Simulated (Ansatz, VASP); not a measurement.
## Cu: VASP beside Ansatz

INCAR

```
ALGO = Fast
EDIFF = 1E-7
ENCUT = 520
GGA = PS
ISIF = 2
ISMEAR = 0
LASPH = True
LCHARG = True
LELF = True
LREAL = False
LVHAR = True
LWAVE = False
NBANDS = 18
NELM = 60
PREC = Accurate
SIGMA = 0.1
```

File KPOINTS:

```
k-points
0
Gamma
  24 24 12
```

The input POSCAR:

```
Cu
1.0
    2.4701792047      0.0000000000      0.0000000000
   -1.2350896024      2.1392379432      0.0000000000
    0.0000000000      0.0000000000      4.0341928022
Cu
2
Direct
    0.3333333333      0.6666666667      0.2500000000
    0.6666666667      0.3333333333      0.7500000000
```

Input for Ansatz:

```yaml
crystal:
  lattice:
    - [2.4701792047, 0.0, 0.0]
    - [-1.2350896024, 2.1392379432, 0.0]
    - [0.0, 0.0, 4.0341928022]
  atoms:
    - { symbol: Cu, position: [0.3333333333, 0.6666666667, 0.25] }
    - { symbol: Cu, position: [0.6666666667, 0.3333333333, 0.75] }
basis:
  ecutwfc: 420
kpoints:
  mp_grid: { grid: [24, 24, 12] }
hamiltonian:
  xc: pbesol
scf:
  occupations: { method: gaussian, width: 0.1 }
output:
  forces: true
  stress: true
  eigenvalues: true
```

Change from the starting cell: equal strain along all axes, cell held, atoms relaxed: -2.0 %.

Alike in both runs: task single point; functional PBEsol; k mesh 24 × 24 × 12; occupations gaussian, width 0.1 eV; no spin polarisation.

|  | VASP | Ansatz |
| --- | --- | --- |
| version | VASP 6.6.1 | Ansatz 0.2.0 |
| potentials or method | VASP PAW PBE potentials, release 64 (Cu), cutoff 520 eV | scalar-relativistic, plane waves, PAW |
| valence electrons in the cell | 22 | 38 |

Ansatz gave:

| Item | Value |
| --- | --- |
| gap on the k mesh at the Fermi level (eV) | none |
| pressure (GPa) | 11.7 |
| traceless stress, the component that is largest in VASP (GPa) | 0.48 |

Question: Estimate VASP's values.

Answer: gap on the k mesh at the Fermi level (eV): none; pressure (GPa): 12.5; traceless stress, the component that is largest in VASP (GPa): 0.47.

VASP's potentials were made for PBE, not for PBEsol. A gap of «none» marks a metal or a gap that the smearing closes. VASP's potentials hold 22 valence electrons a cell and Ansatz's 38, so a difference there can come from the potentials and not from the codes.
